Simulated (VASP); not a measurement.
# TaN: single point with LDA

TaN:

```xyz
2
Lattice="2.9067 0.0000 0.0000 -1.4533 2.5173 0.0000 0.0000 0.0000 2.8512" Properties=species:S:1:pos:R:3 pbc="T T T"
Ta    0.0000    1.6782    1.4256
N     0.0000    0.0000    0.0000
```

```yaml
Program: VASP 6.6.1
Task: single point
Functional: LDA
Potentials_or_basis: VASP PAW LDA potentials, release 64 (Ta_pv, N)
Cutoff: 520 eV
k_mesh: 10 × 10 × 9
Occupations: fermi-dirac, width 0.02 eV
Spin: no spin polarisation
Dipole_correction: no
Further_INCAR_settings: ALGO = Normal; EDIFF = 1e-06; NBANDS = 15
```

```
Pressure               : 2.1 GPa
Band gap on the k mesh : zero (band 8 reaches 8.65 eV, above the bottom of band 9 at 8.35 eV)
```

Stress tensor (GPa, compression positive):
```
1.97 0.00 0.00
0.00 1.97 0.00
0.00 0.00 2.23
```

Levels at points of the mesh, in eV from the Fermi level:
```
           k point  band 5  band 6  band 7  band 8  band 9  band 10  band 11  band 12
(0.00, 0.00, 0.00)   -4.73   -4.73   -4.39   -2.95    2.57     3.69     3.69     4.08
(0.50, 0.00, 0.00)   -8.46   -5.39   -3.66   -3.23    3.03     4.18     5.33     5.47
```

Run time: 8.3 s on 1 thread of Intel(R) Xeon(R) Platinum 8488C (Sapphire Rapids), on a shared host, peak memory 0.14 GiB.

Caveat: spin-orbit coupling is left out, which moves the levels of the heavy elements.
